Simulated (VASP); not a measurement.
A run of VASP 6.6.1 is set up as follows.

The input INCAR:

```
SYSTEM = Dy2H
PREC = Accurate
ENCUT = 500
EDIFF = 1E-7
ISMEAR = 0
SIGMA = 0.2
LREAL = .False.
LASPH = .True.
NELM = 200
ALGO = Normal
ISIF = 3
LWAVE = .False.
LCHARG = .False.
GGA = PE
IBRION = 2
NSW = 36
EDIFFG = -0.08
GGA_COMPAT = .False.
NELMIN = 4
LMAXMIX = 6
```

File KPOINTS:

```
regular mesh
0
Gamma
  5 5 5
  0 0 0
```

File POSCAR:

```
Dy2H
1.0
    0.0000000000      3.1486831300      3.1486831300
    3.1486831300      0.0000000000      3.1486831300
    3.1486831300      3.1486831300      0.0000000000
Dy H
2 1
Direct
    0.2500000000      0.2500000000      0.2500000000
    0.7500000000      0.7500000000      0.7500000000
    0.0000000000      0.0000000000      0.0000000000
```

Potentials or basis: VASP PAW PBE potentials, release 64 (Dy_3, H), 4f in core.

Launch:

```bash
$ cat potpaw_PBE.64/Dy_3/POTCAR potpaw_PBE.64/H/POTCAR > POTCAR
$ mpirun -np 1 vasp_std > vasp.out
```

(1) Estimate the relaxed volume.

(2) Estimate the band gap on the k mesh.

## Answers

(1) 21.40 Å³/atom.

(2) zero (an odd number of electrons rules out a gap without spin polarisation).

Caveat: spin-orbit coupling is left out, which moves the levels of the heavy elements; the 4f electrons are frozen in the core, so they carry no moment and show no levels.
